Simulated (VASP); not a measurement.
# In13Ga3As16 (P1) in VASP: single point with PBEsol

Aim: the single point of In13Ga3As16 with PBEsol.

Program: VASP 6.6.1. These are calculated values, not measurements. Logs are shortened: lines on timing, memory, paths and dates and some standing lists are left out, and cuts for length are marked.

### Step 1. The cell of the first run

The typed cell holds 64 atoms: a = 12.011 Å, b = 12.011 Å, c = 12.011 Å, α = 90.00°, β = 90.00°, γ = 90.00°.

### Step 2. Single point, PBEsol

File INCAR:

```
SYSTEM = In13Ga3As16
PREC = Accurate
ENCUT = 500
EDIFF = 1E-6
ISMEAR = -1
SIGMA = 0.05
LREAL = Auto
LASPH = .True.
NELM = 120
ALGO = Normal
ISIF = 2
LWAVE = .False.
LCHARG = .False.
GGA = PS
NBANDS = 326
ISYM = -1
GGA_COMPAT = .False.
```

File KPOINTS:

```
explicit points
1
Reciprocal
  0.25000000   0.25000000   0.25000000 1
```

File POSCAR:

```
In13Ga3As16
1.0
   12.0105151034      0.0000000000      0.0000000000
    0.0000000000     12.0105151034      0.0000000000
    0.0000000000      0.0000000000     12.0105151034
Ga In As
6 26 32
Direct
    0.0020130000      0.9973890000      0.0004220000
    0.0033250000      0.5025990000      0.0017310000
    0.2448440000      0.7450390000      0.9998240000
    0.2468070000      0.5011390000      0.2442570000
    0.2467250000      0.5023980000      0.7546830000
    0.7524940000      0.5004750000      0.2468310000
    0.0002490000      0.0000120000      0.5009720000
    0.0017310000      0.5011520000      0.4974130000
    0.4975590000      0.9969630000      0.0003970000
    0.5000900000      0.0010780000      0.5000100000
    0.4954680000      0.5034580000      0.0021430000
    0.4974510000      0.5008660000      0.4978660000
    0.2455760000      0.2543410000      0.0004780000
    0.2506720000      0.2557610000      0.5002380000
    0.2502180000      0.7453960000      0.4998640000
    0.7549830000      0.2524210000      0.0028890000
    0.7502030000      0.2534250000      0.4979300000
    0.7546630000      0.7484090000      0.0031150000
    0.7497230000      0.7481300000      0.4977520000
    0.2475940000      0.9973460000      0.2452280000
    0.2479130000      0.9986870000      0.7548360000
    0.7517760000      0.0012690000      0.2479240000
    0.7525990000      0.0005970000      0.7525880000
    0.7521890000      0.5004940000      0.7529060000
    0.0006010000      0.2543150000      0.2460300000
    0.0027620000      0.2521780000      0.7549330000
    0.0019680000      0.7461900000      0.2443410000
    0.0047410000      0.7486810000      0.7564100000
    0.4998780000      0.2547710000      0.2508450000
    0.4979140000      0.2535460000      0.7508110000
    0.4971670000      0.7456280000      0.2480250000
    0.4953090000      0.7483570000      0.7524550000
    0.1173430000      0.1199960000      0.1173750000
    0.1259220000      0.1267300000      0.6260430000
    0.1299450000      0.6187830000      0.1184150000
    0.1300810000      0.6193310000      0.6319170000
    0.6232630000      0.1265100000      0.1242230000
    0.6254420000      0.1275500000      0.6257850000
    0.6315530000      0.6197060000      0.1303070000
    0.6236900000      0.6246920000      0.6263410000
    0.3675150000      0.3810200000      0.1308780000
    0.3680580000      0.3846260000      0.6334160000
    0.3669220000      0.8639300000      0.1166970000
    0.3731130000      0.8748780000      0.6248620000
    0.8779900000      0.3894820000      0.1240870000
    0.8769230000      0.3750860000      0.6254460000
    0.8826740000      0.8811260000      0.1198510000
    0.8767000000      0.8713040000      0.6266870000
    0.3733270000      0.1258340000      0.3733490000
    0.3736910000      0.1273450000      0.8770900000
    0.3658160000      0.6167370000      0.3660290000
    0.3608960000      0.6257430000      0.8758970000
    0.8767370000      0.1273780000      0.3739490000
    0.8838380000      0.1195280000      0.8831560000
    0.8699590000      0.6195230000      0.3665700000
    0.8829950000      0.6190810000      0.8829760000
    0.1313160000      0.3824030000      0.3663550000
    0.1238120000      0.3886790000      0.8770530000
    0.1238880000      0.8718660000      0.3748310000
    0.1257980000      0.8742180000      0.8894270000
    0.6318240000      0.3834630000      0.3682110000
    0.6241520000      0.3761630000      0.8780090000
    0.6234930000      0.8742760000      0.3720610000
    0.6257210000      0.8717390000      0.8761300000
```

Potentials or basis: VASP PAW PBE potentials, release 64 (Ga_d, In_d, As).

Started as:

```bash
> cat potpaw_PBE.64/Ga_d/POTCAR potpaw_PBE.64/In_d/POTCAR potpaw_PBE.64/As/POTCAR > POTCAR
> mpirun -np 1 vasp_std > vasp.out
```

OUTCAR:

```text
SYSTEM = In13Ga3As16
   PREC = Accurate
   ENCUT = 500
   EDIFF = 1E-6
   ISMEAR = -1
   LREAL = Auto
   LASPH = .True.
   NELM = 120
   ISIF = 2
   GGA = PS
   ISYM = -1

 ion  position               nearest neighbor table
   1  0.002  0.997  0.000-  33 2.46  47 2.46  54 2.48  60 2.49
   2  0.003  0.503  0.002-  56 2.47  58 2.49  35 2.49  45 2.50
   3  0.245  0.745  1.000-  43 2.48  60 2.49  52 2.49  35 2.50
   4  0.247  0.501  0.244-  41 2.46  57 2.47  51 2.47  35 2.50
   5  0.247  0.502  0.755-  36 2.47  52 2.49  58 2.49  42 2.50
   6  0.752  0.500  0.247-  55 2.47  39 2.47  61 2.49  45 2.49
[... 56 lines left out ...]
  63  0.623  0.874  0.372-  19 2.62  10 2.62  31 2.63  22 2.63
  64  0.626  0.872  0.876-  32 2.62   9 2.62  18 2.63  23 2.63

IMPORTANT INFORMATION: All symmetrisations will be switched off!
NOSYMM: (Re-)initialisation of all symmetry stuff for point group C_1.

----------------------------------------------------------------------------------------

                                     Primitive cell

  volume of cell :    1732.5465

  direct lattice vectors                    reciprocal lattice vectors
    12.010515103  0.000000000  0.000000000     0.083260376  0.000000000  0.000000000
     0.000000000 12.010515103  0.000000000     0.000000000  0.083260376  0.000000000
     0.000000000  0.000000000 12.010515103     0.000000000  0.000000000  0.083260376

  length of vectors
    12.010515103 12.010515103 12.010515103     0.083260376  0.083260376  0.083260376

  position of ions in fractional coordinates (direct lattice)
     0.002013000  0.997389000  0.000422000
     0.003325000  0.502599000  0.001731000
     0.244844000  0.745039000  0.999824000
     0.246807000  0.501139000  0.244257000
     0.246725000  0.502398000  0.754683000
     0.752494000  0.500475000  0.246831000
[... 56 lines left out ...]
     0.623493000  0.874276000  0.372061000
     0.625721000  0.871739000  0.876130000

  ion indices of the primitive-cell ions
   primitive index   ion index
                 1           1
                 2           2
                 3           3
                 4           4
                 5           5
                 6           6
[... 56 lines left out ...]
                63          63
                64          64

----------------------------------------------------------------------------------------

 KPOINTS: explicit points

Read explicit list of k-points.

 Found      1 k-points:

 Following reciprocal coordinates:
            Coordinates               Weight
  0.250000  0.250000  0.250000      1.000000
   k-points           NKPTS =      1   k-points in BZ     NKDIM =      1   number of bands    NBANDS=    326
   number of dos      NEDOS =    301   number of ions     NIONS =     64
   total plane-waves  NPLWV = 729000
   dimension x,y,z NGX =    90 NGY =   90 NGZ =   90
   dimension x,y,z NGXF=   180 NGYF=  180 NGZF=  180
   ions per type =               6  26  32
   NGX,Y,Z   is equivalent  to a cutoff of  12.46, 12.46, 12.46 a.u.
   NGXF,Y,Z  is equivalent  to a cutoff of  24.92, 24.92, 24.92 a.u.
 SYSTEM =  In13Ga3As16
   PREC   = accura    normal or accurate (medium, high low for compatibility)
   ISTART =      0    job   : 0-new  1-cont  2-samecut
   ICHARG =      2    charge: 1-file 2-atom 10-const
   ISPIN  =      1    spin polarized calculation?
   LNONCOLLINEAR =      F non collinear calculations
   LSORBIT =      F    spin-orbit coupling
   LASPH  =      T    aspherical Exc in radial PAW
   ENCUT  =  500.0 eV  36.75 Ry    6.06 a.u.  21.90 21.90 21.90*2*pi/ulx,y,z
   NELM   =    120;   NELMIN=  2; NELMDL= -5     # of ELM steps
   EDIFF  = 0.1E-05   stopping-criterion for ELM
   LREAL  =      T    real-space projection
   EDIFFG = 0.1E-04   stopping-criterion for IOM
   NSW    =      0    number of steps for IOM
   IBRION =     -1    ionic relax: 0-MD 1-quasi-New 2-CG
   NFREE  =      0    steps in history (QN), initial steepest desc. (CG)
   ISIF   =      2    stress and relaxation
   ISYM   =     -1    0-nonsym 1-usesym 2-fastsym
   POTIM  = 0.5000    time-step for ionic-motion
   TEBEG  =    0.0;   TEEND  =   0.0 temperature during run
   PSTRESS=    0.0 pullay stress
   NELECT =     576.0000    total number of electrons
   NUPDOWN=      -1.0000    fix difference up-down
   EMIN   =  10.00;   EMAX   =-10.00  energy-range for DOS
   EFERMI =   0.00;   METHOD = LEGACY
   ISMEAR =    -1;   SIGMA  =   0.05  broadening in eV -4-tet -1-fermi 0-gaus
   EFERMI_NEDOS =   21; number of points for ismear=-14 and -15
   IALGO  =     38    algorithm
   IMIX   =      4    mixing-type and parameters
     AMIX     =   0.40;   BMIX     =  1.00
     AMIX_MAG =   1.60;   BMIX_MAG =  1.00
  volume/ion in A,a.u.               =      27.07       182.68
  Fermi-wavevector in a.u.,A,eV,Ry     =   1.134107  2.143151 17.499795  1.286199
  Thomas-Fermi vector in A             =   2.270811
   LORBIT       =      0    0 simple, 1 ext, 2 COOP (PROOUT), +10 PAW based schemes
   GGA     = PS    functional components
   LHFCALC =     F    Hartree Fock is set to
   AEXX    =    0.0000 exact exchange contribution
   IVDW    =     0    specifies the selected vdW correction
   LEPSILON=     F    determine dielectric tensor
   LRPA    =     F    only Hartree local field effects (RPA)
 non-spin polarized calculation
  energy-cutoff  :      500.00
  volume of cell :     1732.55
 maximum number of plane-waves:     43978
 NGX is ok and might be reduce to    90
   NGX = 43   NGY = 43   NGZ = 43

 number of electron     575.9999996 magnetization

 Free energy of the ion-electron system (eV)
  ---------------------------------------------------
  ext. energy  EPLUGINS =         0.00000000
  ---------------------------------------------------
  free energy    TOTEN  =      -274.64211492 eV

  energy without entropy =     -274.64203983  energy(sigma->0) =     -274.64207738

 E-fermi :   4.5172     XC(G=0):  -9.3051

 val. band max:        3.9692953765   @ k =   0.2500   0.2500   0.2500
 cond. band min:       5.0383845814   @ k =   0.2500   0.2500   0.2500
 fundamental gap:      1.0690892050
 Fermi energy:         4.5172494895

 k-point     1 :       0.2500    0.2500    0.2500
  band No.  band energies     occupation
      1     -10.6639      2.00000
      2     -10.6606      2.00000
      3     -10.6493      2.00000
      4     -10.6461      2.00000
      5     -10.6456      2.00000
      6     -10.6398      2.00000
[... 292 lines left out ...]
    299       6.1102      0.00000
    300       6.2309      0.00000
 [bands above 300 left out]

------------------------ aborting loop because EDIFF is reached ----------------------------------------

  FORCE on cell =-STRESS in cart. coord.  units (eV):
  Direction    XX          YY          ZZ          XY          YZ          ZX
  --------------------------------------------------------------------------------------
  -------------------------------------------------------------------------------------
  Total        1.0574125      1.1021453      1.0836666     -5.5776376     -5.5742336     -5.5470934
  in kB        0.9778452      1.0192120      1.0021237     -5.1579363     -5.1547885     -5.1296905
  external PRESSURE =       0.9997270 kB  Pullay stress =       0.0000000 kB

 VOLUME and BASIS-vectors are now :
 -----------------------------------------------------------------------------
  energy-cutoff  :      500.00
  volume of cell :     1732.55
      direct lattice vectors                 reciprocal lattice vectors
    12.010515103  0.000000000  0.000000000     0.083260376  0.000000000  0.000000000
     0.000000000 12.010515103  0.000000000     0.000000000  0.083260376  0.000000000
     0.000000000  0.000000000 12.010515103     0.000000000  0.000000000  0.083260376

 POSITION                                       TOTAL-FORCE (eV/Angst)
 -----------------------------------------------------------------------------------
      0.02418     11.97916      0.00507         0.009263     -0.002820      0.001568
      0.03993      6.03647      0.02079         0.008922      0.011678      0.002093
      2.94070      8.94830     12.00840        -0.009305     -0.008808     -0.002329
      2.96428      6.01894      2.93365        -0.004073      0.005731     -0.006112
      2.96329      6.03406      9.06413        -0.003931      0.004646     -0.004183
      9.03784      6.01096      2.96457        -0.008499      0.006608     -0.000220
[... 56 lines left out ...]
      7.48847     10.50051      4.46864        -0.000824      0.007252     -0.005687
      7.51523     10.47003     10.52277         0.001535     -0.007427      0.002215
 -----------------------------------------------------------------------------------
    total drift:                               -0.020384      0.033824      0.031118

  FREE ENERGIE OF THE ION-ELECTRON SYSTEM (eV)
  ---------------------------------------------------
  free  energy   TOTEN  =      -274.6421149185 eV

  energy  without entropy=     -274.6420398327  energy(sigma->0) =     -274.64207738
```

It took 24 min on 1 thread of Intel Xeon Platinum 8259CL at 2.50GHz (Skylake/Cascade Lake), shared host; peak memory 1.5 GiB.

Results:

```
Free energy            : -274.6421 eV
Pressure               : 0.1 GPa
Largest force          : 0.022 eV/Å
Band gap on the k mesh : 1.07 eV
```

Forces in eV/Å, atoms in the order of the input:
```
Ga   0.009 -0.003  0.002
Ga   0.009  0.012  0.002
Ga  -0.009 -0.009 -0.002
Ga  -0.004  0.006 -0.006
Ga  -0.004  0.005 -0.004
Ga  -0.008  0.007  0.000
In   0.005  0.003  0.002
In   0.006  0.006  0.006
In   0.005  0.001 -0.004
In  -0.003 -0.003  0.006
In  -0.007  0.018  0.008
In   0.005  0.002 -0.008
In   0.003 -0.004 -0.004
In   0.001  0.003  0.004
In   0.001 -0.003  0.005
In   0.004 -0.003  0.001
In   0.003 -0.002  0.005
In   0.002 -0.002  0.005
In  -0.002  0.001 -0.005
In  -0.007  0.003 -0.003
In   0.001 -0.005  0.002
In  -0.002  0.000  0.003
In  -0.010  0.005  0.000
In   0.003  0.003 -0.003
In   0.002 -0.006  0.005
In   0.006  0.003  0.005
In   0.004  0.001 -0.002
In   0.010  0.001  0.006
In  -0.001  0.006 -0.002
In   0.003 -0.006 -0.003
In  -0.003 -0.009  0.003
In  -0.006 -0.001  0.006
As   0.003  0.003  0.004
As  -0.004  0.001 -0.005
As   0.005 -0.004  0.007
As  -0.010  0.008 -0.014
As  -0.004 -0.003  0.002
As   0.003  0.000 -0.004
As  -0.002 -0.002  0.001
As   0.001  0.001  0.000
As   0.007 -0.012 -0.001
As  -0.014  0.007  0.015
As   0.005  0.000  0.002
As  -0.001  0.007 -0.005
As   0.006 -0.008 -0.016
As   0.000 -0.008  0.002
As  -0.003 -0.001  0.000
As   0.003 -0.008  0.000
As   0.002 -0.003 -0.005
As  -0.001  0.001  0.003
As   0.005  0.009  0.002
As   0.014 -0.005 -0.001
As  -0.001 -0.001  0.001
As  -0.006  0.002 -0.009
As   0.003  0.002  0.003
As  -0.011 -0.002 -0.005
As  -0.003 -0.006 -0.002
As  -0.003 -0.015  0.006
As  -0.001  0.000  0.006
As  -0.010  0.008  0.000
As   0.006  0.003 -0.007
As  -0.004 -0.001 -0.002
As  -0.001  0.007 -0.006
As   0.002 -0.007  0.002
```

Caveat: the PAW data sets were made with another functional, which shifts forces and pressure a little; spin-orbit coupling is left out, which moves the levels of the heavy elements; a shifted mesh leaves out Γ, where band edges can lie. A k mesh can miss the band edges.
